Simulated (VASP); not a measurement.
Set up this calculation in VASP 6.6.1, as the native input.

```
Task                   : electric field gradients
Functional             : PBE
Potentials or basis    : VASP PAW PBE potentials, release 64 (Pb_d, Se)
Cutoff                 : 520 eV
k mesh                 : 11 × 11 × 11
Occupations            : fermi-dirac, width 0.08 eV
Spin                   : no spin polarisation
Dipole correction      : no
Further INCAR settings : ALGO = Normal; EDIFF = 1e-08; NBANDS = 17
```

The structure of PbSe (zincblende type) lies in POSCAR:

```
PbSe
1.0
    0.0000000000      3.4503592439      3.4503592439
    3.4503592439      0.0000000000      3.4503592439
    3.4503592439      3.4503592439      0.0000000000
Pb Se
1 1
Direct
   -0.0115929957      0.0115929957      0.0115929957
    0.2500000000      0.2500000000      0.2500000000
```

This cell differs from its parent crystal: atom 1 (Pb) moved by [0.08, 0.0, 0.0] A.

The input as run:

INCAR

```
SYSTEM = PbSe
ALGO = Normal
EDIFF = 1E-8
ENCUT = 520
GGA = PE
ISIF = 2
ISMEAR = -1
LASPH = .TRUE.
LCHARG = .FALSE.
LEFG = .TRUE.
LREAL = .FALSE.
LWAVE = .FALSE.
NBANDS = 17
NELM = 80
PREC = Accurate
SIGMA = 0.08
```

KPOINTS

```
k-points
0
G
  11 11 11
  0 0 0
```

Potentials or basis: VASP PAW PBE potentials, release 64 (Pb_d, Se).

The run is started by

```console
$ cat potpaw_PBE.64/Pb_d/POTCAR potpaw_PBE.64/Se/POTCAR > POTCAR
$ mpirun -np 1 vasp_std > vasp.out
```

Results of the run:

```yaml
Pressure: 0.0 GPa
Largest_force: 0.232 eV/Å
Band_gap_on_the_k_mesh: 0.71 eV (least direct gap 1.19 eV)
Largest_electric_field_gradient_by_atom: Pb +61.8; Se +11.0 V/Å²
```

Caveat: the cell differs from its parent crystal (atom 1 (Pb) moved by [0.08, 0.0, 0.0] A); without QUAD_EFG the Cq values of the log hold for a quadrupole moment of 1 mb, not for the nuclei; spin-orbit coupling is left out, which moves the levels of the heavy elements; an odd mesh through Γ misses points on the zone boundary, where band edges can lie.

It took 2.1 min on 1 thread of Intel(R) Xeon(R) 6975P-C (Granite Rapids), with other jobs on the host, peak memory 0.44 GiB.
